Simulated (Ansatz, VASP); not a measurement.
# PbSe: VASP beside Ansatz

File POSCAR:

```
PbSe
1.0
    0.0000000000      2.9960411529      3.1064987813
    2.9960411529      0.0000000000      3.1064987813
    2.9960411529      2.9960411529      0.0000000000
Pb Se
1 1
Direct
    0.0000000000      0.0000000000      0.0000000000
    0.5000000000      0.5000000000      0.5000000000
```

Contents of INCAR.step1:

```
PREC = Accurate ; ENCUT = 520
ISMEAR = 0 ; SIGMA = 0.01
LREAL = F ; LASPH = T
NELM = 80 ; NBANDS = 17
GGA = PE ; ALGO = Normal
EDIFF = 1E-4 ; LWAVE = T
LCHARG = F
```

INCAR.step2

```
PREC = Accurate ; ENCUT = 520
EDIFF = 1E-6 ; ISMEAR = 0
SIGMA = 0.01 ; LREAL = F
LASPH = T ; NELM = 80
ALGO = Normal ; ISIF = 2
LWAVE = F ; LCHARG = F
METAGGA = R2SCAN ; LMIXTAU = T
NBANDS = 17 ; ISTART = 1
```

KPOINTS

```
Automatic mesh
0
Gamma
  8 8 8
```

Input for Ansatz:

```yaml
crystal:
  lattice:
    - [0.0, 2.9960411529, 3.1064987813]
    - [2.9960411529, 0.0, 3.1064987813]
    - [2.9960411529, 2.9960411529, 0.0]
  atoms:
    - { symbol: Pb, position: [0.0, 0.0, 0.0] }
    - { symbol: Se, position: [0.5, 0.5, 0.5] }
kpoints:
  mp_grid: { grid: [8, 8, 8] }
  band_path:
    path:
      - [0.0, 0.0, 0.0]
      - [0.5, 0.0, 0.5]
      - [0.625, 0.25, 0.625]
      - [0.375, 0.375, 0.75]
      - [0.5, 0.5, 0.5]
      - [0.5, 0.25, 0.75]
      - [0.0, 0.0, 0.5]
    npoints: 1
hamiltonian:
  xc: r2scan
scf:
  occupations: { method: fixed }
  n_extra_bands: 4
output:
  forces: true
  stress: true
  eigenvalues: true
```

Change from the starting cell: epitaxial_xy strain -3.0%.

Alike in both runs: task single point; functional r2SCAN; k mesh 8 × 8 × 8; no spin polarisation.

```csv
,VASP,Ansatz
version,VASP 6.6.1,Ansatz 0.2.0
potentials or method,"VASP PAW PBE potentials, release 64 (Pb_d, Se)","plane waves, PAW"
plane-wave cutoff (eV),520,500
occupations,"gaussian, width 0.01 eV",fixed
valence electrons in the cell,20,30
```

```tsv
	VASP	Ansatz	Ansatz less VASP
gap on the k mesh at the Fermi level (eV)	0.44	0.43	-0.007
pressure (GPa)	3.4	3.4	-0.01
traceless stress, the component that is largest in VASP (GPa)	-3.37	-3.35	+0.013
```

VASP's potentials were made for PBE, not for r2SCAN. VASP's potentials hold 20 valence electrons a cell and Ansatz's 30, so a difference there can come from the potentials and not from the codes.

Spin-orbit coupling is off throughout.
